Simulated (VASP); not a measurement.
# Al2Ru (Fddd) in VASP: notebook, part 2 of 3

VASP 6.6.1. The steps go on from the part before.

## (3) Single point, PBEsol (strain +0.015 along x and y, -0.015 along z)

INCAR reads:

```
SYSTEM = Al2Ru
PREC = Accurate
ENCUT = 520
EDIFF = 1E-7
ISMEAR = 0
SIGMA = 0.03
LREAL = .FALSE.
LASPH = .TRUE.
NELM = 60
ALGO = Normal
ISIF = 2
LWAVE = .FALSE.
LCHARG = .TRUE.
GGA = PS
LELF = .TRUE.
LVHAR = .TRUE.
NBANDS = 29
```

KPOINTS reads:

```
Automatic mesh
0
G
  10 10 10
  0 0 0
```

POSCAR reads:

```
Al2Ru
1.0
    0.0000000000      4.0474627612      4.3193031585
    2.3858276288      0.0000000000      4.3193031585
    2.3858276288      4.0474627612      0.0000000000
Al Ru
4 2
Direct
    0.0789481736      0.4210518264      0.0789481736
    0.4210518264      0.0789481736      0.4210518264
    0.1710518264      0.8289481736      0.1710518264
    0.8289481736      0.1710518264      0.8289481736
    0.7500000000      0.7500000000      0.7500000000
    0.5000000000      0.5000000000      0.5000000000
```

Potentials or basis: VASP PAW PBE potentials, release 64 (Al, Ru_pv).

The run is started by

```bash
cat potpaw_PBE.64/Al/POTCAR potpaw_PBE.64/Ru_pv/POTCAR > POTCAR
mpirun -np 1 vasp_std > vasp.out
```

OUTCAR:

```text
SYSTEM = Al2Ru
   PREC = Accurate
   ENCUT = 520
   EDIFF = 1E-7
   ISMEAR = 0
   LREAL = .FALSE.
   LASPH = .TRUE.
   NELM = 60
   ISIF = 2
   GGA = PS

 ion  position               nearest neighbor table
   1  0.079  0.421  0.079-   6 2.55   6 2.55   3 2.58   3 2.58   5 2.66   2 2.71   2 2.71   5 2.76
                             5 2.76   2 2.77   4 3.19   4 3.19   4 3.19   4 3.19
   2  0.421  0.079  0.421-   6 2.55   6 2.55   4 2.58   4 2.58   5 2.66   1 2.71   1 2.71   5 2.76
                             5 2.76   1 2.77   3 3.19   3 3.19   3 3.19   3 3.19
   3  0.171  0.829  0.171-   5 2.55   5 2.55   1 2.58   1 2.58   6 2.66   4 2.71   4 2.71   6 2.76
                             6 2.76   4 2.77   2 3.19   2 3.19   2 3.19   2 3.19
   4  0.829  0.171  0.829-   5 2.55   5 2.55   2 2.58   2 2.58   6 2.66   3 2.71   3 2.71   6 2.76
                             6 2.76   3 2.77   1 3.19   1 3.19   1 3.19   1 3.19
   5  0.750  0.750  0.750-   4 2.55   3 2.55   4 2.55   3 2.55   1 2.66   2 2.66   2 2.76   2 2.76
                             1 2.76   1 2.76   6 3.19   6 3.19   6 3.19   6 3.19
   6  0.500  0.500  0.500-   1 2.55   2 2.55   1 2.55   2 2.55   3 2.66   4 2.66   3 2.76   3 2.76
                             4 2.76   4 2.76   5 3.19   5 3.19   5 3.19   5 3.19

  LATTYP: Found a face centered orthorhombic cell.
 ALAT       =     4.7716552576
 B/A-ratio  =     1.6964606799
 C/A-ratio  =     1.8104003434

  Lattice vectors:

 A1 = (   0.0000000000,   4.0474627612,   4.3193031585)
 A2 = (   2.3858276288,   0.0000000000,   4.3193031585)
 A3 = (   2.3858276288,   4.0474627612,   0.0000000000)

Analysis of symmetry for initial positions (statically):
=====================================================================
 Subroutine PRICEL returns:
 Original cell was already a primitive cell.

 Routine SETGRP: Setting up the symmetry group for a
 face centered orthorhombic supercell.

 Subroutine GETGRP returns: Found  8 space group operations
 (whereof  4 operations were pure point group operations)
 out of a pool of  8 trial point group operations.

The static configuration has the point symmetry D_2 .
 The point group associated with its full space group is D_2h.

Analysis of symmetry for dynamics (positions and initial velocities):
=====================================================================
 Subroutine PRICEL returns:
 Original cell was already a primitive cell.

 Routine SETGRP: Setting up the symmetry group for a
 face centered orthorhombic supercell.

 Subroutine GETGRP returns: Found  8 space group operations
 (whereof  4 operations were pure point group operations)
 out of a pool of  8 trial point group operations.

The dynamic configuration has the point symmetry D_2 .
 The point group associated with its full space group is D_2h.

 Subroutine INISYM returns: Found  8 space group operations
 (whereof  4 operations are pure point group operations),
 and found     1 'primitive' translations

----------------------------------------------------------------------------------------

                                     Primitive cell

  volume of cell :      83.4191

  direct lattice vectors                    reciprocal lattice vectors
     0.000000000  4.047462761  4.319303159    -0.209570882  0.123534182  0.115759413
     2.385827629  0.000000000  4.319303159     0.209570882 -0.123534182  0.115759413
     2.385827629  4.047462761  0.000000000     0.209570882  0.123534182 -0.115759413

  length of vectors
[... 69 lines left out ...]
  0.300000  0.300000  0.000000      2.000000
  0.400000  0.300000  0.000000      8.000000
 [... further k-points ...]
   k-points           NKPTS =    171   k-points in BZ     NKDIM =    171   number of bands    NBANDS=     29
   number of dos      NEDOS =    301   number of ions     NIONS =      6
   total plane-waves  NPLWV =  69120
   dimension x,y,z NGX =    48 NGY =   40 NGZ =   36
   dimension x,y,z NGXF=    96 NGYF=   80 NGZF=   72
   ions per type =               4   2
   NGX,Y,Z   is equivalent  to a cutoff of  13.48, 13.48, 12.74 a.u.
   NGXF,Y,Z  is equivalent  to a cutoff of  26.96, 26.95, 25.48 a.u.
 SYSTEM =  Al2Ru
   PREC   = accura    normal or accurate (medium, high low for compatibility)
   ISTART =      0    job   : 0-new  1-cont  2-samecut
   ICHARG =      2    charge: 1-file 2-atom 10-const
   ISPIN  =      1    spin polarized calculation?
   LNONCOLLINEAR =      F non collinear calculations
   LSORBIT =      F    spin-orbit coupling
   LASPH  =      T    aspherical Exc in radial PAW
   ENCUT  =  520.0 eV  38.22 Ry    6.18 a.u.  11.01  9.17  8.74*2*pi/ulx,y,z
   NELM   =     60;   NELMIN=  2; NELMDL= -5     # of ELM steps
   EDIFF  = 0.1E-06   stopping-criterion for ELM
   LREAL  =      F    real-space projection
   EDIFFG = 0.1E-05   stopping-criterion for IOM
   NSW    =      0    number of steps for IOM
   IBRION =     -1    ionic relax: 0-MD 1-quasi-New 2-CG
   NFREE  =      0    steps in history (QN), initial steepest desc. (CG)
   ISIF   =      2    stress and relaxation
   ISYM   =      2    0-nonsym 1-usesym 2-fastsym
   POTIM  = 0.5000    time-step for ionic-motion
   TEBEG  =    0.0;   TEEND  =   0.0 temperature during run
   PSTRESS=    0.0 pullay stress
   NELECT =      40.0000    total number of electrons
   NUPDOWN=      -1.0000    fix difference up-down
   EMIN   =  10.00;   EMAX   =-10.00  energy-range for DOS
   EFERMI =   0.00;   METHOD = LEGACY
   ISMEAR =     0;   SIGMA  =   0.03  broadening in eV -4-tet -1-fermi 0-gaus
   EFERMI_NEDOS =   21; number of points for ismear=-14 and -15
   IALGO  =     38    algorithm
   IMIX   =      4    mixing-type and parameters
     AMIX     =   0.40;   BMIX     =  1.00
     AMIX_MAG =   1.60;   BMIX_MAG =  1.00
  volume/ion in A,a.u.               =      13.90        93.82
  Fermi-wavevector in a.u.,A,eV,Ry     =   1.281365  2.421429 22.339365  1.641897
  Thomas-Fermi vector in A             =   2.413739
   LORBIT       =      0    0 simple, 1 ext, 2 COOP (PROOUT), +10 PAW based schemes
   GGA     = PS    functional components
   LHFCALC =     F    Hartree Fock is set to
   AEXX    =    0.0000 exact exchange contribution
   IVDW    =     0    specifies the selected vdW correction
   LEPSILON=     F    determine dielectric tensor
   LRPA    =     F    only Hartree local field effects (RPA)
 non-spin polarized calculation
 Gauss-broadening in eV      SIGMA  =   0.03
  energy-cutoff  :      520.00
  volume of cell :       83.42
 maximum number of plane-waves:      2264
 NGX is ok and might be reduce to    48
   NGX = 23   NGY = 19   NGZ = 17

 number of electron      39.9999999 magnetization

 Free energy of the ion-electron system (eV)
  ---------------------------------------------------
  ext. energy  EPLUGINS =         0.00000000
  ---------------------------------------------------
  free energy    TOTEN  =       -40.78285035 eV

  energy without entropy =      -40.78285035  energy(sigma->0) =      -40.78285035

 E-fermi :  10.4198     XC(G=0): -11.9500

 val. band max:       10.2984837038   @ k =   0.0000   0.0000   0.0000
 cond. band min:      10.5378567106   @ k =   0.0000   0.3000   0.3000
 fundamental gap:      0.2393730069
 Fermi energy:        10.4198227046

 k-point     1 :       0.0000    0.0000    0.0000
  band No.  band energies     occupation
      1     -32.2138      2.00000
      2     -32.1316      2.00000
      3     -32.1281      2.00000
      4     -32.0872      2.00000
      5     -32.0751      2.00000
      6     -32.0584      2.00000
[... 757 lines left out ...]
     28      15.1405      0.00000
     29      16.4631      0.00000

 [... further k-points ...]

------------------------ aborting loop because EDIFF is reached ----------------------------------------

  FORCE on cell =-STRESS in cart. coord.  units (eV):
  Direction    XX          YY          ZZ          XY          YZ          ZX
  --------------------------------------------------------------------------------------
  -------------------------------------------------------------------------------------
  Total       -2.4487470     -2.2825639      1.6931121      0.0000000      0.0000000      0.0000000
  in kB      -47.0315058    -43.8397358     32.5185144      0.0000000      0.0000000      0.0000000
  external PRESSURE =     -19.4509090 kB  Pullay stress =       0.0000000 kB

 VOLUME and BASIS-vectors are now :
 -----------------------------------------------------------------------------
  energy-cutoff  :      520.00
  volume of cell :       83.42
      direct lattice vectors                 reciprocal lattice vectors
     0.000000000  4.047462761  4.319303159    -0.209570882  0.123534182  0.115759413
     2.385827629  0.000000000  4.319303159     0.209570882 -0.123534182  0.115759413
     2.385827629  4.047462761  0.000000000     0.209570882  0.123534182 -0.115759413

 POSITION                                       TOTAL-FORCE (eV/Angst)
 -----------------------------------------------------------------------------------
      1.19291      0.63908      2.15965         0.000000     -0.109159      0.000000
      1.19291      3.40838      2.15965         0.000000      0.109159      0.000000
      2.38583      1.38465      4.31930        -0.000000      0.109159      0.000000
      2.38583      6.71027      4.31930        -0.000000     -0.109159      0.000000
      3.57874      6.07119      6.47895        -0.000000     -0.000000     -0.000000
      2.38583      4.04746      4.31930         0.000000     -0.000000      0.000000
 -----------------------------------------------------------------------------------
    total drift:                               -0.000000     -0.000000     -0.000000

  FREE ENERGIE OF THE ION-ELECTRON SYSTEM (eV)
  ---------------------------------------------------
  free  energy   TOTEN  =       -40.7828503536 eV

  energy  without entropy=      -40.7828503535  energy(sigma->0) =      -40.78285035
```

Wall time 6.3 min (1 thread of Oxide Virtual Turin-like, shared host); peak memory 0.45 GiB.

What came out:

```
Free energy   : -40.7829 eV
Pressure      : -1.9 GPa
Largest force : 0.109 eV/Å
```

Forces in eV/Å, atoms in the order of the input:
```
Al   0.000 -0.109  0.000
Al   0.000  0.109  0.000
Al   0.000  0.109  0.000
Al   0.000 -0.109  0.000
Ru   0.000  0.000  0.000
Ru   0.000  0.000  0.000
```

Stress tensor (GPa, compression positive):
```
-4.70  0.00  0.00
 0.00 -4.38  0.00
 0.00  0.00  3.25
```

Caveat: the cell differs from its parent crystal (strain +0.015 along x and y, -0.015 along z); the stress differs along the axes, from -5 to 3 GPa; the PAW data sets were made with another functional, which shifts forces and pressure a little.

## (4) Single point, PBEsol (strain +0.030 along x and y, +0.030 along z)

INCAR reads:

```
PREC     = Accurate       # precision mode
ENCUT    = 520            # plane-wave cutoff, eV
EDIFF    = 1E-6           # SCF threshold, eV
ISMEAR   = 0              # smearing method
SIGMA    = 0.03           # smearing width, eV
LREAL    = False          # projectors in reciprocal space
LASPH    = True           # aspherical terms in the spheres
NELM     = 60             # most SCF steps
ALGO     = Normal         # electronic algorithm
ISIF     = 2              # what is computed and relaxed
LWAVE    = False          # write WAVECAR
LCHARG   = True           # write CHGCAR
GGA      = PS             # functional
LELF     = True           # ELF
LVHAR    = True         
NBANDS   = 29             # bands
```

KPOINTS reads:

```
regular mesh
0
Gamma
  10 10 10
```

POSCAR, as its differences from that of step 3:

```diff
@@ -2,5 +2,5 @@
 1.0
-    0.0000000000      4.0474627612      4.3193031585
-    2.3858276288      0.0000000000      4.3193031585
-    2.3858276288      4.0474627612      0.0000000000
+    0.0000000000      4.1072774818      4.5166317292
+    2.4210861652      0.0000000000      4.5166317292
+    2.4210861652      4.1072774818      0.0000000000
 Al Ru
```

Potentials or basis: VASP PAW PBE potentials, release 64 (Al, Ru_pv).

The run is started by

```bash
cat potpaw_PBE.64/Al/POTCAR potpaw_PBE.64/Ru_pv/POTCAR > POTCAR
mpirun -np 1 vasp_std > vasp.out
```

OUTCAR:

```text
PREC = Accurate
   ENCUT = 520
   EDIFF = 1E-6
   ISMEAR = 0
   LREAL = False
   LASPH = True
   NELM = 60
   ISIF = 2
   GGA = PS

 ion  position               nearest neighbor table
   1  0.079  0.421  0.079-   6 2.64   6 2.64   3 2.67   3 2.67   5 2.70   2 2.75   2 2.75   5 2.80
                             5 2.80   2 2.81   4 3.28   4 3.28   4 3.28   4 3.28
   2  0.421  0.079  0.421-   6 2.64   6 2.64   4 2.67   4 2.67   5 2.70   1 2.75   1 2.75   5 2.80
                             5 2.80   1 2.81   3 3.28   3 3.28   3 3.28   3 3.28
   3  0.171  0.829  0.171-   5 2.64   5 2.64   1 2.67   1 2.67   6 2.70   4 2.75   4 2.75   6 2.80
                             6 2.80   4 2.81   2 3.28   2 3.28   2 3.28   2 3.28
   4  0.829  0.171  0.829-   5 2.64   5 2.64   2 2.67   2 2.67   6 2.70   3 2.75   3 2.75   6 2.80
                             6 2.80   3 2.81   1 3.28   1 3.28   1 3.28   1 3.28
   5  0.750  0.750  0.750-   4 2.64   3 2.64   4 2.64   3 2.64   1 2.70   2 2.70   2 2.80   2 2.80
                             1 2.80   1 2.80   6 3.28   6 3.28   6 3.28   6 3.28
   6  0.500  0.500  0.500-   1 2.64   2 2.64   1 2.64   2 2.64   3 2.70   4 2.70   3 2.80   3 2.80
                             4 2.80   4 2.80   5 3.28   5 3.28   5 3.28   5 3.28

  LATTYP: Found a face centered orthorhombic cell.
 ALAT       =     4.8421723304
 B/A-ratio  =     1.6964606799
 C/A-ratio  =     1.8655394402

  Lattice vectors:
[... 200 lines left out ...]
      2     -33.0271      2.00000
      3     -33.0062      2.00000
      4     -32.9665      2.00000
      5     -32.9583      2.00000
      6     -32.9582      2.00000
[... 757 lines left out ...]
     28      13.8540      0.00000
     29      14.9880      0.00000

 [... further k-points ...]

------------------------ aborting loop because EDIFF is reached ----------------------------------------

  FORCE on cell =-STRESS in cart. coord.  units (eV):
  Direction    XX          YY          ZZ          XY          YZ          ZX
  --------------------------------------------------------------------------------------
  -------------------------------------------------------------------------------------
  Total       -7.5224338     -6.7610593     -7.9211924      0.0000000      0.0000000      0.0000000
  in kB     -134.1714125   -120.5914067   -141.2837378      0.0000000      0.0000000      0.0000000
  external PRESSURE =    -132.0155190 kB  Pullay stress =       0.0000000 kB

 VOLUME and BASIS-vectors are now :
 -----------------------------------------------------------------------------
  energy-cutoff  :      520.00
  volume of cell :       89.83
      direct lattice vectors                 reciprocal lattice vectors
     0.000000000  4.107277482  4.516631729    -0.206518879  0.121735140  0.110701963
     2.421086165  0.000000000  4.516631729     0.206518879 -0.121735140  0.110701963
     2.421086165  4.107277482  0.000000000     0.206518879  0.121735140 -0.110701963

 POSITION                                       TOTAL-FORCE (eV/Angst)
 -----------------------------------------------------------------------------------
      1.21054      0.64852      2.25832         0.000000     -0.108591     -0.000000
      1.21054      3.45875      2.25832         0.000000      0.108591     -0.000000
      2.42109      1.40511      4.51663         0.000000      0.108591     -0.000000
      2.42109      6.80944      4.51663         0.000000     -0.108591     -0.000000
      3.63163      6.16092      6.77495         0.000000      0.000000      0.000000
      2.42109      4.10728      4.51663        -0.000000      0.000000     -0.000000
 -----------------------------------------------------------------------------------
    total drift:                               -0.000000     -0.000000     -0.000000

  FREE ENERGIE OF THE ION-ELECTRON SYSTEM (eV)
  ---------------------------------------------------
  free  energy   TOTEN  =       -40.4943890006 eV

  energy  without entropy=      -40.4943560240  energy(sigma->0) =      -40.49437251
```

OSZICAR:

```text
N       E                     dE             d eps       ncg     rms          rms(c)
DAV:   1     0.274172946592E+03    0.27417E+03   -0.21357E+04 10934   0.129E+03
DAV:   2    -0.315668293190E+02   -0.30574E+03   -0.29426E+03 10651   0.334E+02
DAV:   3    -0.420925139119E+02   -0.10526E+02   -0.10355E+02 12233   0.579E+01
DAV:   4    -0.422301886153E+02   -0.13767E+00   -0.13750E+00 11643   0.645E+00
DAV:   5    -0.422328921696E+02   -0.27036E-02   -0.27034E-02 12238   0.963E-01    0.159E+01
DAV:   6    -0.415097360478E+02    0.72316E+00   -0.15389E+01 11022   0.256E+01    0.637E+00
DAV:   7    -0.406035427532E+02    0.90619E+00   -0.44232E+00 10694   0.138E+01    0.326E+00
DAV:   8    -0.405012001423E+02    0.10234E+00   -0.21541E-01 11279   0.329E+00    0.636E-01
DAV:   9    -0.404948942466E+02    0.63059E-02   -0.12850E-02 12091   0.624E-01    0.346E-01
DAV:  10    -0.404945454909E+02    0.34876E-03   -0.34087E-03 11366   0.440E-01    0.125E-01
DAV:  11    -0.404943955315E+02    0.14996E-03   -0.85719E-04 11216   0.216E-01    0.380E-02
DAV:  12    -0.404943893010E+02    0.62305E-05   -0.29375E-05 12929   0.348E-02    0.560E-03
DAV:  13    -0.404943890006E+02    0.30039E-06   -0.83824E-07  7286   0.595E-03
   1 F= -.40494389E+02 E0= -.40494373E+02  d E =-.329766E-04
```

Wall time 7.7 min (1 thread of Oxide Virtual Turin-like, shared host); peak memory 0.46 GiB.

Results:

| Item | Value |
| --- | --- |
| Free energy | -40.4944 eV |
| Pressure | -13.2 GPa |
| Largest force | 0.109 eV/Å |

Forces in eV/Å, atoms in the order of the input:
```
Al   0.000 -0.109  0.000
Al   0.000  0.109  0.000
Al   0.000  0.109  0.000
Al   0.000 -0.109  0.000
Ru   0.000  0.000  0.000
Ru   0.000  0.000  0.000
```

Stress tensor (GPa, compression positive):
```
-13.42   0.00   0.00
  0.00 -12.06   0.00
  0.00   0.00 -14.13
```

Caveat: the cell differs from its parent crystal (strain +0.030 along x and y, +0.030 along z); the cell stands under tension; the PAW data sets were made with another functional, which shifts forces and pressure a little.

[end of part 2 of 3]
